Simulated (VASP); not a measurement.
Runs of VASP 6.6.1 on W. The structure is that of space group P6_3/mmc (No. 194), or close to it. The cells are those of the table. This isn't the form of W at room conditions, which is bcc.

```tsv
cell	k mesh	gap on the mesh (eV)	pressure (GPa)
a = 2.797, b = 2.797, c = 9.868 Å, angles 90.0, 90.0, 120.0°, 4 atoms	15 × 15 × 4	none	0.4
a = 2.797, b = 2.797, c = 9.868 Å, angles 90.0, 90.0, 120.0°, 4 atoms	13 × 13 × 4	none	0.4
a = 2.680, b = 2.680, c = 9.457 Å, angles 90.0, 90.0, 120.0°, 4 atoms	15 × 15 × 4	none	(a)
a = 2.720, b = 2.720, c = 9.598 Å, angles 90.0, 90.0, 120.0°, 4 atoms	15 × 15 × 4	none	27.7
a = 2.759, b = 2.759, c = 9.735 Å, angles 90.0, 90.0, 120.0°, 4 atoms	15 × 15 × 4	none	12.7
```

Alike in all rows: task single point; level RPBE; potentials or basis VASP PAW PBE potentials, release 64 (W_sv); no spin polarisation; cutoff (eV) 520; smearing fermi-dirac 0.1 eV.

Task: Fill in the values left out.

Result: (a) 46.1.

Caveats: the PAW data sets were made with another functional, which shifts forces and pressure a little; spin-orbit coupling is left out, which moves the levels of the heavy elements; the stress differs along the axes, from 40 to 49 GPa (at least some runs); the stress differs along the axes, from 24 to 30 GPa (at least some runs); the cell stands under pressure (at least some runs).

A k mesh can miss the band edges, and the runs leave out spin-orbit coupling on W.

A gap of «none» marks levels without a gap at the run's occupations.
